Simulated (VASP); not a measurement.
# Rb3Ag (P1) in VASP: single point with PBE

Aim: the single point of Rb3Ag with PBE.

Program: VASP 6.6.1. These are calculated values, not measurements. Logs are shortened: lines on timing, memory, paths and dates and some standing lists are left out, and cuts for length are marked.

### Step 1. The cell of the first run

The typed cell holds 8 atoms: a = 5.033 Å, b = 8.799 Å, c = 12.775 Å, α = 90.04°, β = 89.69°, γ = 87.52°.

### Step 2. Single point, PBE

INCAR reads:

```
PREC = Accurate
ENCUT = 520
EDIFF = 1E-6
ISMEAR = 0
SIGMA = 0.2
LREAL = False
LASPH = True
NELM = 100
ALGO = Fast
ISIF = 2
LWAVE = False
LCHARG = True
GGA = PE
LELF = True
LVHAR = True
NBANDS = 48
```

KPOINTS reads:

```
Automatic mesh
0
Gamma
  4 4 2
```

POSCAR reads:

```
Rb3Ag
1.0
    2.4196223904     -4.4134403100     -0.0138140997
   -7.5260028411     -4.5596311376      0.0032146472
    0.0219991334     -0.0277900643    -12.7746589133
Rb Ag
6 2
Direct
    0.9893495835      0.6648599834      0.1719176349
    0.5132646841      0.1654746339      0.1719331320
    0.9926376747      0.6661500111      0.8279605998
    0.5177953363      0.1685653480      0.8284458300
    0.4701201822      0.8379591801      0.5013103677
    0.9808101110      0.3366738567      0.4986205053
    0.5032688832      0.4984781113      0.0004946122
    1.0327535451      0.9951722089     -0.0006826819
```

Potentials or basis: VASP PAW PBE potentials, release 64 (Rb_sv, Ag).

Run with:

```console
$ cat potpaw_PBE.64/Rb_sv/POTCAR potpaw_PBE.64/Ag/POTCAR > POTCAR
$ mpirun -np 1 vasp_std > vasp.out
```

OUTCAR:

```text
PREC = Accurate
   ENCUT = 520
   EDIFF = 1E-6
   ISMEAR = 0
   LREAL = False
   LASPH = True
   NELM = 100
   ISIF = 2
   GGA = PE

 ion  position               nearest neighbor table
   1  0.989  0.665  0.172-   7 3.64   7 3.65   8 3.66   3 4.39   2 4.92   2 5.03   6 5.08   2 5.10
                             5 5.13   5 5.14   2 5.23
   2  0.513  0.165  0.172-   8 3.65   7 3.66   8 3.68   4 4.39   1 4.92   1 5.03   6 5.06   1 5.10
                             5 5.11   6 5.14   1 5.23
   3  0.993  0.666  0.828-   8 3.64   7 3.66   7 3.66   1 4.39   4 4.93   4 5.02   5 5.07   4 5.08
                             6 5.11   5 5.14   4 5.25
   4  0.518  0.169  0.828-   7 3.64   8 3.65   8 3.68   2 4.39   3 4.93   3 5.02   6 5.06   3 5.08
                             5 5.10   6 5.20   3 5.25
   5  0.470  0.838  0.501-   6 4.94   6 5.01   3 5.07   4 5.10   2 5.11   1 5.13   1 5.14   3 5.14
                             6 5.14   6 5.18
   6  0.981  0.337  0.499-   5 4.94   5 5.01   4 5.06   2 5.06   1 5.08   3 5.11   2 5.14   5 5.14
                             5 5.18   4 5.20
   7  0.503  0.498  0.000-   4 3.64   1 3.64   1 3.65   3 3.66   3 3.66   2 3.66
   8  0.033  0.995  0.999-   3 3.64   4 3.65   2 3.65   1 3.66   4 3.68   2 3.68

  LATTYP: Found a triclinic cell.
 ALAT       =     5.0332115703
 B/A-ratio  =     1.9762161875
 C/A-ratio  =     2.5380828730
 COS(alpha) =     0.0034019144
 COS(beta)  =     0.0054799659
 COS(gamma) =     0.4677957638

  Lattice vectors:

 A1 = (  -2.4196223904,   4.4134403100,   0.0138140997)
 A2 = (  -9.9456252315,  -0.1461908276,   0.0170287469)
 A3 = (  -0.0219991334,   0.0277900643,  12.7746589133)

Analysis of symmetry for initial positions (statically):
=====================================================================
 Subroutine PRICEL returns:
 Original cell was already a primitive cell.

 Routine SETGRP: Setting up the symmetry group for a
 triclinic supercell.

 Subroutine GETGRP returns: Found  1 space group operations
 (whereof  1 operations were pure point group operations)
 out of a pool of  2 trial point group operations.

The static configuration has the point symmetry C_1 .

Analysis of symmetry for dynamics (positions and initial velocities):
=====================================================================
 Subroutine PRICEL returns:
 Original cell was already a primitive cell.

 Routine SETGRP: Setting up the symmetry group for a
 triclinic supercell.

 Subroutine GETGRP returns: Found  1 space group operations
 (whereof  1 operations were pure point group operations)
 out of a pool of  2 trial point group operations.

The dynamic configuration has the point symmetry C_1 .

 Subroutine INISYM returns: Found  1 space group operations
 (whereof  1 operations are pure point group operations),
 and found     1 'primitive' translations

----------------------------------------------------------------------------------------

                                     Primitive cell

  volume of cell :     565.2507

  direct lattice vectors                    reciprocal lattice vectors
     2.419622390 -4.413440310 -0.013814100     0.103047775 -0.170087462  0.000547467
    -7.526002841 -4.559631138  0.003214647    -0.099743026 -0.054682903 -0.000052809
     0.021999133 -0.027790064-12.774658913    -0.000136532  0.000170166 -0.078280582

  length of vectors
     5.033211570  8.799486645 12.774708083     0.198869023  0.113749260  0.078280886

  position of ions in fractional coordinates (direct lattice)
     0.989349584  0.664859983  0.171917635
     0.513264684  0.165474634  0.171933132
     0.992637675  0.666150011  0.827960600
     0.517795336  0.168565348  0.828445830
     0.470120182  0.837959180  0.501310368
     0.980810111  0.336673857  0.498620505
     0.503268883  0.498478111  0.000494612
     0.032753545  0.995172209  0.999317318

  ion indices of the primitive-cell ions
   primitive index   ion index
                 1           1
                 2           2
                 3           3
                 4           4
                 5           5
                 6           6
                 7           7
                 8           8

----------------------------------------------------------------------------------------

 KPOINTS: Automatic mesh

Automatic generation of k-mesh.
 Grid dimensions read from file:
 generate k-points for:    4    4    2

 Generating k-lattice:

  Cartesian coordinates                     Fractional coordinates (reciprocal lattice)
     0.025761944 -0.042521865  0.000136867     0.250000000  0.000000000  0.000000000
    -0.024935757 -0.013670726 -0.000013202     0.000000000  0.250000000 -0.000000000
    -0.000068266  0.000085083 -0.039140291     0.000000000  0.000000000  0.500000000

  Length of vectors
     0.049717256  0.028437315  0.039140443

  Shift w.r.t. Gamma in fractional coordinates (k-lattice)
     0.000000000  0.000000000  0.000000000

 Subroutine IBZKPT returns following result:
 ===========================================

 Found     20 irreducible k-points:

 Following reciprocal coordinates:
            Coordinates               Weight
  0.000000  0.000000  0.000000      1.000000
  0.250000 -0.000000 -0.000000      2.000000
  0.500000 -0.000000 -0.000000      1.000000
  0.000000  0.250000  0.000000      2.000000
  0.250000  0.250000  0.000000      2.000000
  0.500000  0.250000 -0.000000      2.000000
[... 12 lines left out ...]
  0.250000  0.500000  0.500000      2.000000
  0.500000  0.500000  0.500000      1.000000
   k-points           NKPTS =     20   k-points in BZ     NKDIM =     20   number of bands    NBANDS=     48
   number of dos      NEDOS =    301   number of ions     NIONS =      8
   total plane-waves  NPLWV = 268800
   dimension x,y,z NGX =    40 NGY =   70 NGZ =   96
   dimension x,y,z NGXF=    80 NGYF=  140 NGZF=  192
   ions per type =               6   2
   NGX,Y,Z   is equivalent  to a cutoff of  13.21, 13.22, 12.49 a.u.
   NGXF,Y,Z  is equivalent  to a cutoff of  26.42, 26.45, 24.99 a.u.
 SYSTEM =  unknown system
   PREC   = accura    normal or accurate (medium, high low for compatibility)
   ISTART =      0    job   : 0-new  1-cont  2-samecut
   ICHARG =      2    charge: 1-file 2-atom 10-const
   ISPIN  =      1    spin polarized calculation?
   LNONCOLLINEAR =      F non collinear calculations
   LSORBIT =      F    spin-orbit coupling
   LASPH  =      T    aspherical Exc in radial PAW
   ENCUT  =  520.0 eV  38.22 Ry    6.18 a.u.   9.36 16.36 23.75*2*pi/ulx,y,z
   NELM   =    100;   NELMIN=  2; NELMDL= -5     # of ELM steps
   EDIFF  = 0.1E-05   stopping-criterion for ELM
   LREAL  =      F    real-space projection
   EDIFFG = 0.1E-04   stopping-criterion for IOM
   NSW    =      0    number of steps for IOM
   IBRION =     -1    ionic relax: 0-MD 1-quasi-New 2-CG
   NFREE  =      0    steps in history (QN), initial steepest desc. (CG)
   ISIF   =      2    stress and relaxation
   ISYM   =      2    0-nonsym 1-usesym 2-fastsym
   POTIM  = 0.5000    time-step for ionic-motion
   TEBEG  =    0.0;   TEEND  =   0.0 temperature during run
   PSTRESS=    0.0 pullay stress
   NELECT =      76.0000    total number of electrons
   NUPDOWN=      -1.0000    fix difference up-down
   EMIN   =  10.00;   EMAX   =-10.00  energy-range for DOS
   EFERMI =   0.00;   METHOD = LEGACY
   ISMEAR =     0;   SIGMA  =   0.20  broadening in eV -4-tet -1-fermi 0-gaus
   EFERMI_NEDOS =   21; number of points for ismear=-14 and -15
   IALGO  =     68    algorithm
   IMIX   =      4    mixing-type and parameters
     AMIX     =   0.40;   BMIX     =  1.00
     AMIX_MAG =   1.60;   BMIX_MAG =  1.00
  volume/ion in A,a.u.               =      70.66       476.81
  Fermi-wavevector in a.u.,A,eV,Ry     =   0.838685  1.584885  9.570242  0.703393
  Thomas-Fermi vector in A             =   1.952780
   LORBIT       =      0    0 simple, 1 ext, 2 COOP (PROOUT), +10 PAW based schemes
   GGA     = PE    functional components
   LHFCALC =     F    Hartree Fock is set to
   AEXX    =    0.0000 exact exchange contribution
   IVDW    =     0    specifies the selected vdW correction
   LEPSILON=     F    determine dielectric tensor
   LRPA    =     F    only Hartree local field effects (RPA)
 non-spin polarized calculation
 RMM-DIIS sequential band-by-band and
 Gauss-broadening in eV      SIGMA  =   0.20
  energy-cutoff  :      520.00
  volume of cell :      565.25
 maximum number of plane-waves:     15251
 NGX is ok and might be reduce to    40
   NGX = 19   NGY = 33   NGZ = 47

 number of electron      76.0000000 magnetization

 Free energy of the ion-electron system (eV)
  ---------------------------------------------------
  ext. energy  EPLUGINS =         0.00000000
  ---------------------------------------------------
  free energy    TOTEN  =       -10.45416208 eV

  energy without entropy =      -10.32545852  energy(sigma->0) =      -10.38981030

 E-fermi :   0.4733     XC(G=0):  -5.9235

 val. band max:        0.4684843840   @ k =   0.5000   0.5000   0.0000
 cond. band min:       0.4765024901   @ k =   0.2500   0.2500   0.0000
 fundamental gap:      0.0080181060
 Fermi energy:         0.4733330317

 k-point     1 :       0.0000    0.0000    0.0000
  band No.  band energies     occupation
      1     -28.4761      2.00000
      2     -28.4733      2.00000
      3     -28.1445      2.00000
      4     -28.1396      2.00000
      5     -28.1382      2.00000
      6     -28.1341      2.00000
[... 40 lines left out ...]
     47       2.6275      0.00000
     48       3.2470      0.00000

 k-point     2 :       0.2500   -0.0000   -0.0000
  band No.  band energies     occupation
      1     -28.4751      2.00000
      2     -28.4730      2.00000
      3     -28.1437      2.00000
      4     -28.1387      2.00000
      5     -28.1377      2.00000
      6     -28.1336      2.00000
[... 910 lines left out ...]
 k-point    20 :       0.5000    0.5000    0.5000
  band No.  band energies     occupation
      1     -28.4741      2.00000
      2     -28.4727      2.00000
      3     -28.1429      2.00000
      4     -28.1378      2.00000
      5     -28.1374      2.00000
      6     -28.1330      2.00000
[... 40 lines left out ...]
     47       2.2643      0.00000
     48       2.8986      0.00000

------------------------ aborting loop because EDIFF is reached ----------------------------------------

  FORCE on cell =-STRESS in cart. coord.  units (eV):
  Direction    XX          YY          ZZ          XY          YZ          ZX
  --------------------------------------------------------------------------------------
  -------------------------------------------------------------------------------------
  Total       -0.0585741     -0.0613736     -0.1081223      0.0250426     -0.0045290      0.0315398
  in kB       -0.1660257     -0.1739608     -0.3064678      0.0709821     -0.0128374      0.0893982
  external PRESSURE =      -0.2154848 kB  Pullay stress =       0.0000000 kB

 VOLUME and BASIS-vectors are now :
 -----------------------------------------------------------------------------
  energy-cutoff  :      520.00
  volume of cell :      565.25
      direct lattice vectors                 reciprocal lattice vectors
     2.419622390 -4.413440310 -0.013814100     0.103047775 -0.170087462  0.000547467
    -7.526002841 -4.559631138  0.003214647    -0.099743026 -0.054682903 -0.000052809
     0.021999133 -0.027790064-12.774658913    -0.000136532  0.000170166 -0.078280582

 POSITION                                       TOTAL-FORCE (eV/Angst)
 -----------------------------------------------------------------------------------
     -2.60610     -7.40273     -2.20772        -0.006696     -0.005903      0.002400
      0.00033     -3.02454     -2.20295         0.002118      0.001287      0.013039
     -2.59342     -7.44135    -10.58849         0.000416     -0.001685     -0.006667
      0.00247     -3.07688    -10.58972         0.007163      0.005807     -0.005236
     -5.15794     -5.90956     -6.40787         0.001883      0.002427      0.004122
     -0.14965     -5.87771     -6.38217        -0.005582     -0.001163     -0.005007
     -2.53382     -4.49404     -0.01167         0.003244     -0.002250      0.001963
     -7.38843     -4.70995    -12.76319        -0.002546      0.001479     -0.004614
 -----------------------------------------------------------------------------------
    total drift:                                0.000574     -0.000667     -0.000058

  FREE ENERGIE OF THE ION-ELECTRON SYSTEM (eV)
  ---------------------------------------------------
  free  energy   TOTEN  =       -10.4541620771 eV

  energy  without entropy=      -10.3254585162  energy(sigma->0) =      -10.38981030
```

Wall time 13 min (1 thread of Intel Xeon Platinum 8488C (Sapphire Rapids), shared host); peak memory 0.8 GiB.

What came out:

```
Free energy            : -10.4542 eV
Pressure               : 0.0 GPa
Largest force          : 0.013 eV/Å
Band gap on the k mesh : zero (bands 38 and 39 overlap by 0.62 eV)
```

Forces in eV/Å, atoms in the order of the input:
```
Rb  -0.007 -0.006  0.002
Rb   0.002  0.001  0.013
Rb   0.000 -0.002 -0.007
Rb   0.007  0.006 -0.005
Rb   0.002  0.002  0.004
Rb  -0.006 -0.001 -0.005
Ag   0.003 -0.002  0.002
Ag  -0.003  0.001 -0.005
```
